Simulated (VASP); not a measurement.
AlN: single point with PBE

The system is AlN.

```
Al N
1.0
     6.25951    0.00000    0.00000
    -3.12976    5.42090    0.00000
     0.00000    0.00000    5.01740
Al N
8 8
Direct
  0.33355 0.16647 0.50002
  0.33355 0.66647 0.50002
  0.83355 0.16647 0.50002
  0.83355 0.66647 0.50002
  0.16647 0.33355 0.00002
  0.16647 0.83355 0.00002
  0.66647 0.33355 0.00002
  0.66647 0.83355 0.00002
  0.33196 0.16802 0.87998
  0.16802 0.33196 0.37998
  0.33196 0.66802 0.87998
  0.16802 0.83196 0.37998
  0.83196 0.16802 0.87998
  0.66802 0.33196 0.37998
  0.83196 0.66802 0.87998
  0.66802 0.83196 0.37998
```

* Program: VASP 6.6.1
* Task: single point
* Functional: PBE
* Potentials or basis: VASP PAW PBE potentials, release 64 (Al, N)
* Cutoff: 600 eV
* k mesh: 1 × 1 × 2
* Occupations: fermi-dirac, width 0.01 eV
* Spin: no spin polarisation

```json
{
  "Pressure": "0.7 GPa",
  "Largest force": "0.479 eV/Å",
  "Band gap on the k mesh": "4.00 eV"
}
```

Forces in eV/Å, atoms in the order of the input:
```
Al   0.112 -0.066 -0.429
Al   0.112 -0.066 -0.429
Al   0.112 -0.066 -0.429
Al   0.112 -0.066 -0.429
Al  -0.113  0.063 -0.429
Al  -0.113  0.063 -0.429
Al  -0.113  0.063 -0.429
Al  -0.113  0.063 -0.429
N    0.186 -0.106  0.429
N   -0.185  0.108  0.429
N    0.186 -0.106  0.429
N   -0.185  0.108  0.429
N    0.186 -0.106  0.429
N   -0.185  0.108  0.429
N    0.186 -0.106  0.429
N   -0.185  0.108  0.429
```

Stress tensor (GPa, compression positive):
```
 4.89 -0.69  0.00
-0.69  4.09  0.00
 0.00  0.00 -6.92
```

Levels at points of the mesh, in eV from the valence-band top:
| k point | band 30 | band 31 | band 32 | band 33 | band 34 | band 35 |
| --- | --- | --- | --- | --- | --- | --- |
| (0.00, 0.00, 0.00) | -0.16 | -0.15 | 0.00 | 4.00 | 5.58 | 5.58 |
| (0.00, 0.00, 0.50) | -0.51 | -0.47 | -0.47 | 5.08 | 5.08 | 5.14 |

It took 22 s on 1 thread of Intel(R) Xeon(R) Platinum 8488C (Sapphire Rapids) (shared host), peak memory 0.28 GiB.

Caveat: the k points lie up to 1.16 Å⁻¹ apart, too coarse for converged energies, forces and pressures.
